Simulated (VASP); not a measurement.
HfTiS3:

```
Hf Ti S
1.0
     4.51703    0.00000    0.00000
     0.00000    4.51703    0.00000
     0.00000    0.00000    4.51703
Hf Ti S
1 1 3
Direct
  0.00000 0.00000 0.00000
  0.50000 0.50000 0.50000
  0.00000 0.50000 0.50000
  0.50000 0.00000 0.50000
  0.50000 0.50000 0.00000
```

```yaml
Program: VASP 6.6.1
Task: relaxation of cell and atoms
Functional: PBE
Potentials_or_basis: VASP PAW PBE potentials, release 64 (Hf_pv, Ti_sv, S)
Cutoff: 600 eV
k_mesh: 4 × 4 × 4
Occupations: gaussian, width 0.1 eV
Spin: collinear spin
Starting_moments: "[0.21, 0.0, 0.0, 0.0, 0.0] μB"
```

At the start: pressure 5.7 GPa; volume 18.43 Å³/atom.

Task: Where does the relaxation end?

Result: Over 4 steps the energy falls by 17.6 meV/atom and the volume is 19.51 Å³/atom (+5.8 %); space group Pm-3m (No. 221, to 0.1 Å) before and after; moment 0.00 μB per cell.

Step by step:
```csv
step,energy change (eV),largest force (eV/Å),pressure (GPa),volume (Å³)
1,0.0000,0.0000,5.73,92.16
2,0.0145,0.0000,-3.19,101.23
3,-0.0807,0.0000,1.64,95.77
4,-0.0881,0.0000,-0.20,97.53
```

Final structure:
```yaml
crystal:
  lattice:
    - [4.60311, 0.00000, 0.00000]
    - [0.00000, 4.60311, 0.00000]
    - [0.00000, 0.00000, 4.60311]
  atoms:
    - { symbol: Hf, position: [0.00000, 0.00000, 0.00000] }
    - { symbol: Ti, position: [0.50000, 0.50000, 0.50000] }
    - { symbol: S, position: [0.00000, 0.50000, 0.50000] }
    - { symbol: S, position: [0.50000, 0.00000, 0.50000] }
    - { symbol: S, position: [0.50000, 0.50000, 0.00000] }
```

Caveat: the highest band is partly filled, so the run has too few bands.
